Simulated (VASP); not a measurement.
# Ag (Fm-3m) in VASP: settings compared, part 2 of 3

VASP 6.6.1. Earlier steps stand in the parts before.

**5. Single point, PBEsol+D4, non-collinear spin, zero start, spin-orbit coupling**

This run uses another cell than the first one, of 17.39 Å³/atom, 1.020 times its volume.

Contents of INCAR:

```
  PREC = Accurate
  ENCUT = 520
  EDIFF = 1E-6
  ISMEAR = 1
  SIGMA = 0.1
  LREAL = F
  LASPH = T
  NELM = 150
  ALGO = Fast
  ISIF = 2
  LWAVE = F
  LCHARG = T
  MAGMOM = 0 0 0
  LORBIT = 11
  LSORBIT = T
  GGA_COMPAT = F
  LORBMOM = T
  LMAXMIX = 4
  GGA = PS
  IVDW = 13
  LVHAR = T
  NBANDS = 22
```

Contents of KPOINTS:

```
regular mesh
0
Gamma
  8 8 8
```

Contents of POSCAR:

```
Ag
1.0
    0.0000000000      2.0562785400      2.0562785400
    2.0562785400      0.0000000000      2.0562785400
    2.0562785400      2.0562785400      0.0000000000
Ag
1
Direct
    0.0000000000      0.0000000000      0.0000000000
```

Potentials or basis: VASP PAW PBE potentials, release 64 (Ag).

Launch:

```
$ cat potpaw_PBE.64/Ag/POTCAR > POTCAR
$ mpirun -np 1 vasp_ncl > vasp.out
```

OUTCAR:

```text
PREC = Accurate
   ENCUT = 520
   EDIFF = 1E-6
   ISMEAR = 1
   LREAL = F
   LASPH = T
   NELM = 150
   ISIF = 2
   LORBIT = 11
   LSORBIT = T
   GGA = PS
   IVDW = 13

 ion  position               nearest neighbor table
   1  0.000  0.000  0.000-

  LATTYP: Found a face centered cubic cell.
 ALAT       =     4.1125570800

  Lattice vectors:

 A1 = (   0.0000000000,   2.0562785400,   2.0562785400)
 A2 = (   2.0562785400,   0.0000000000,   2.0562785400)
 A3 = (   2.0562785400,   2.0562785400,   0.0000000000)

Analysis of symmetry for initial positions (statically):
=====================================================================
 Subroutine PRICEL returns:
 Original cell was already a primitive cell.

 Routine SETGRP: Setting up the symmetry group for a
 face centered cubic supercell.

 Subroutine GETGRP returns: Found 48 space group operations
 (whereof 48 operations were pure point group operations)
 out of a pool of 48 trial point group operations.

The static configuration has the point symmetry O_h .

Analysis of symmetry for dynamics (positions and initial velocities):
=====================================================================
 Subroutine PRICEL returns:
 Original cell was already a primitive cell.

 Routine SETGRP: Setting up the symmetry group for a
 face centered cubic supercell.

 Subroutine GETGRP returns: Found 48 space group operations
 (whereof 48 operations were pure point group operations)
 out of a pool of 48 trial point group operations.

The dynamic configuration has the point symmetry O_h .

Analysis of structural, dynamic, and magnetic symmetry:
=====================================================================
 Subroutine PRICEL returns:
 Original cell was already a primitive cell.

 Routine SETGRP: Setting up the symmetry group for a
 face centered cubic supercell.

 Subroutine GETGRP returns: Found 48 space group operations
 (whereof 48 operations were pure point group operations)
 out of a pool of 48 trial point group operations.

The overall configuration has the point symmetry O_h .

 Subroutine INISYM returns: Found 48 space group operations
 (whereof 48 operations are pure point group operations),
 and found     1 'primitive' translations

----------------------------------------------------------------------------------------

                                     Primitive cell

  volume of cell :      17.3890

  direct lattice vectors                    reciprocal lattice vectors
     0.000000000  2.056278540  2.056278540    -0.243157719  0.243157719  0.243157719
     2.056278540  0.000000000  2.056278540     0.243157719 -0.243157719  0.243157719
     2.056278540  2.056278540  0.000000000     0.243157719  0.243157719 -0.243157719

  length of vectors
     2.908016999  2.908016999  2.908016999     0.421161524  0.421161524  0.421161524

  position of ions in fractional coordinates (direct lattice)
     0.000000000  0.000000000  0.000000000

  ion indices of the primitive-cell ions
   primitive index   ion index
                 1           1

----------------------------------------------------------------------------------------

 KPOINTS: regular mesh

Automatic generation of k-mesh.
 Grid dimensions read from file:
 generate k-points for:    8    8    8

 Generating k-lattice:

  Cartesian coordinates                     Fractional coordinates (reciprocal lattice)
    -0.030394715  0.030394715  0.030394715     0.125000000  0.000000000  0.000000000
[... 94 lines left out ...]
 maximum number of plane-waves:       978
 NGX is ok and might be reduce to    24
   NGX = 11   NGY = 11   NGZ = 11

 number of electron      11.0000000 magnetization       0.0000000      0.0000000      0.0000000

 number of electron      10.9999999 magnetization      -0.0000000      0.0000000     -0.0000000

 number of electron      10.9999999 magnetization       0.0000000     -0.0000000      0.0000000

 Free energy of the ion-electron system (eV)
  ---------------------------------------------------
  ext. energy  EPLUGINS =         0.00000000
  ---------------------------------------------------
  free energy    TOTEN  =        -3.29497720 eV

  energy without entropy =       -3.29386329  energy(sigma->0) =       -3.29460589

 E-fermi :   7.7196     XC(G=0): -12.2951

 val. band max:        7.6727274112   @ k =   0.5000   0.2500   0.1250
 cond. band min:       8.1502462623   @ k =   0.5000   0.3750   0.1250
 fundamental gap:      0.4775188511
 Fermi energy:         7.7195713382

 k-point     1 :       0.0000    0.0000    0.0000
  band No.  band energies     occupation
      1       0.2755      1.00000
      2       0.2755      1.00000
      3       3.0871      1.00000
      4       3.0871      1.00000
      5       3.0871      1.00000
      6       3.0871      1.00000
[... 589 lines left out ...]
     21      30.9300      0.00000
     22      30.9300      0.00000

 [... further k-points ...]

------------------------ aborting loop because EDIFF is reached ----------------------------------------

  DFT-D4 for vdW energy calculation

  Edisp (eV):   -0.32486

  FORCE on cell =-STRESS in cart. coord.  units (eV):
  Direction    XX          YY          ZZ          XY          YZ          ZX
  --------------------------------------------------------------------------------------
  -------------------------------------------------------------------------------------
  Total      -0.77275    -0.77275    -0.77275     0.00000    -0.00000    -0.00000
  in kB     -71.19899   -71.19899   -71.19899     0.00000    -0.00000    -0.00000
  external pressure =      -71.20 kB  Pullay stress =        0.00 kB

 VOLUME and BASIS-vectors are now :
 -----------------------------------------------------------------------------
  energy-cutoff  :      520.00
  volume of cell :       17.39
      direct lattice vectors                 reciprocal lattice vectors
     0.000000000  2.056278540  2.056278540    -0.243157719  0.243157719  0.243157719
     2.056278540  0.000000000  2.056278540     0.243157719 -0.243157719  0.243157719
     2.056278540  2.056278540  0.000000000     0.243157719  0.243157719 -0.243157719

 POSITION                                       TOTAL-FORCE (eV/Angst)
 -----------------------------------------------------------------------------------
      0.00000      0.00000      0.00000         0.000000      0.000000     -0.000000
 -----------------------------------------------------------------------------------
    total drift:                               -0.000000      0.000000     -0.000000

  FREE ENERGIE OF THE ION-ELECTRON SYSTEM (eV)
  ---------------------------------------------------
  free  energy   TOTEN  =        -3.6198404769 eV

  energy  without entropy=       -3.6187265641  energy(sigma->0) =       -3.61946917

 orbital moment (x)

 # of ion     p       d       tot
 ----------------------------------------
  1         0.000  -0.000  -0.000
 ----------------------------------------
            0.000  -0.000  -0.000

 orbital moment (y)

 # of ion     p       d       tot
 ----------------------------------------
  1         0.000   0.000   0.000
 ----------------------------------------
            0.000   0.000   0.000

 orbital moment (z)

 # of ion     p       d       tot
 ----------------------------------------
  1         0.000   0.000   0.000
 ----------------------------------------
            0.000   0.000   0.000

 Spin-Orbit-Coupling matrix elements

 Ion:    1  E_soc:     -0.0544101
 l=   1
     0.0000000    -0.0019360    -0.0019360
    -0.0019360     0.0000000    -0.0019360
    -0.0019360    -0.0019360     0.0000000
 l=   2
     0.0000000    -0.0015101     0.0000000    -0.0015101    -0.0056222
    -0.0015101     0.0000000    -0.0042167    -0.0015101    -0.0014056
     0.0000000    -0.0042167     0.0000000    -0.0042167     0.0000000
    -0.0015101    -0.0015101    -0.0042167     0.0000000    -0.0014056
    -0.0056222    -0.0014056     0.0000000    -0.0014056     0.0000000
 l=   3
     0.0000000     0.0000000     0.0000000     0.0000000     0.0000000     0.0000000     0.0000000
     0.0000000     0.0000000     0.0000000     0.0000000     0.0000000     0.0000000     0.0000000
     0.0000000     0.0000000     0.0000000     0.0000000     0.0000000     0.0000000     0.0000000
     0.0000000     0.0000000     0.0000000     0.0000000     0.0000000     0.0000000     0.0000000
     0.0000000     0.0000000     0.0000000     0.0000000     0.0000000     0.0000000     0.0000000
     0.0000000     0.0000000     0.0000000     0.0000000     0.0000000     0.0000000     0.0000000
     0.0000000     0.0000000     0.0000000     0.0000000     0.0000000     0.0000000     0.0000000

 total charge

# of ion       s       p       d       tot
------------------------------------------
    1        0.413   0.288   9.145   9.845

 magnetization (x)

# of ion       s       p       d       tot
------------------------------------------
    1       -0.000   0.000   0.000  -0.000

 magnetization (y)

# of ion       s       p       d       tot
------------------------------------------
    1       -0.000   0.000   0.000  -0.000

 magnetization (z)

# of ion       s       p       d       tot
------------------------------------------
    1        0.000  -0.000   0.000   0.000
```

OSZICAR:

```text
N       E                     dE             d eps       ncg     rms          rms(c)
DAV:   1     0.663533439967E+02    0.66353E+02   -0.54864E+03  1276   0.977E+02
DAV:   2    -0.215415218601E+01   -0.68507E+02   -0.63637E+02  1462   0.243E+02
DAV:   3    -0.363148186239E+01   -0.14773E+01   -0.14734E+01  1480   0.383E+01
DAV:   4    -0.363688635419E+01   -0.54045E-02   -0.54041E-02  1396   0.234E+00
DAV:   5    -0.363694170663E+01   -0.55352E-04   -0.55352E-04  1438   0.233E-01    0.545E+00
RMM:   6    -0.330735337212E+01    0.32959E+00   -0.59781E-01  1286   0.745E+00    0.323E+00
RMM:   7    -0.329872512533E+01    0.86282E-02   -0.10881E-02  1386   0.128E+00    0.192E+00
RMM:   8    -0.329498037761E+01    0.37447E-02   -0.89373E-04  1394   0.333E-01    0.377E-01
RMM:   9    -0.329497516296E+01    0.52146E-05   -0.92969E-05  1474   0.878E-02    0.782E-02
RMM:  10    -0.329497854649E+01   -0.33835E-05   -0.22371E-05  1475   0.422E-02    0.455E-02
RMM:  11    -0.329497692782E+01    0.16187E-05   -0.38930E-06  1396   0.189E-02    0.727E-03
RMM:  12    -0.329497719842E+01   -0.27060E-06   -0.73559E-07  1062   0.760E-03
   1 F= -.36198405E+01 E0= -.36194692E+01  d E =-.111391E-02  mag=     0.0000    -0.0000     0.0000
```

stdout:

```text
POSCAR found type information on POSCAR Ag
 POSCAR found :  1 types and       1 ions
 scaLAPACK will be used
 -----------------------------------------------------------------------------
|                                                                             |
|                                                                             |
|     You enforced a specific xc type in the INCAR file but a different       |
|     I HOPE YOU KNOW WHAT YOU ARE DOING!                                     |
|                                                                             |
 -----------------------------------------------------------------------------

 LDA part: xc-table for (Slater+PW92), standard interpolation
 POSCAR, INCAR and KPOINTS ok, starting setup
 FFT: planning ... GRIDC
 FFT: planning ... GRID_SOFT
 FFT: planning ... GRID
 WAVECAR not read
 entering main loop
```

Run time: 25 s. Hardware: 1 thread of Intel Xeon 6975P-C, shared host; peak memory 0.2 GiB.

What came out:

```yaml
Free_energy: -3.6198 eV
Pressure: -7.1 GPa
Net_moment: 0.00 μB per cell
Valence_electrons_inside_the_program's_atomic_spheres: Ag 9.85
Dispersion_energy_per_atom: -0.325 eV
```

Moments on the atoms (μB; x, y, z):
```
Ag  0.00 0.00 0.00
```

Caveat: the PAW data sets were made with another functional, which shifts forces and pressure a little.

(Part 2 of 3 ends here.)
